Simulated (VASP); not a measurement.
Here is a VASP 6.6.1 calculation.

INCAR

```
  PREC = Accurate
  ENCUT = 600
  EDIFF = 1E-6
  ISMEAR = -1
  SIGMA = 0.1
  LREAL = False
  LASPH = True
  NELM = 150
  ALGO = Normal
  ISIF = 3
  LWAVE = False
  LCHARG = False
  ISPIN = 2
  MAGMOM = 2.5 2.5
  LORBIT = 11
  LMAXMIX = 4
  GGA = B5
  ALDAX = 1.0
  AGGAX = 1.0
  AGGAC = 1.0
  ALDAC = 0.0
  IVDW = 12
  VDW_S6 = 1.0
  VDW_S8 = 2.6996
  VDW_A1 = 0.4298
  VDW_A2 = 4.2359
  IBRION = 2
  NSW = 80
  EDIFFG = -0.02
```

File KPOINTS:

```
Automatic mesh
0
Gamma
  14 14 8
```

File POSCAR:

```
Co
1.0
    2.4873650000      0.0000000000      0.0000000000
   -1.2436820000      2.1541210000      0.0000000000
    0.0000000000      0.0000000000      4.0632900000
Co
2
Direct
    0.6666666667      0.3333333333      0.2598610000
    0.3333333333      0.6666666667      0.7401390000
```

Potentials or basis: VASP PAW PBE potentials, release 64 (Co).

Launch:

```console
$ cat potpaw_PBE.64/Co/POTCAR > POTCAR
$ mpirun -np 1 vasp_std > vasp.out
```

Question: What does it give for the relaxed cell?

Answer: a = 2.469 Å, b = 2.469 Å, c = 3.994 Å, α = 90.00°, β = 90.00°, γ = 120.00°.

Question: Predict the site moments.

Answer: Co +1.54 μB.

Question: Predict the relaxed volume.

Answer: 10.55 Å³/atom.

Question: Predict the space group after relaxing (to 0.1 Å).

Answer: P6_3/mmc (No. 194).

Stress tensor (GPa, compression positive):
```
 0.05  0.00  0.00
 0.00  0.05  0.00
 0.00  0.00 -0.10
```

Caveat: the PAW data sets were made with another functional, which shifts forces and pressure a little.
